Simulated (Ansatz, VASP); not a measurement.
# Cs2Br in VASP and in Ansatz

```
Cs Br
1.0
     5.12136    0.00000    0.00000
    -2.56068    4.43523    0.00000
     0.00000    0.00000    9.01109
Cs Br
2 1
Direct
  0.66667 0.33333 0.24130
  0.33333 0.66667 0.75870
  0.00000 0.00000 0.00000
```

Alike in both runs: task single point; functional PBE; dispersion D3(BJ); k mesh 6 × 6 × 2; occupations gaussian, width 0.1 eV; no spin polarisation.

|  | VASP | Ansatz |
| --- | --- | --- |
| version | VASP 6.6.1 | Ansatz 0.2.0 |
| potentials or method | VASP PAW PBE potentials, release 64 (Cs_sv, Br), cutoff 520 eV | scalar-relativistic, plane waves, PAW |
| valence electrons in the cell | 25 | 25 |

|  | VASP | Ansatz | Ansatz less VASP |
| --- | --- | --- | --- |
| gap on the k mesh at the Fermi level (eV) | none | none | - |
| pressure (GPa) | 0.0 | 0.0 | -0.01 |

A gap of «none» marks a metal or a gap that the smearing closes.

Spin-orbit coupling is off throughout.
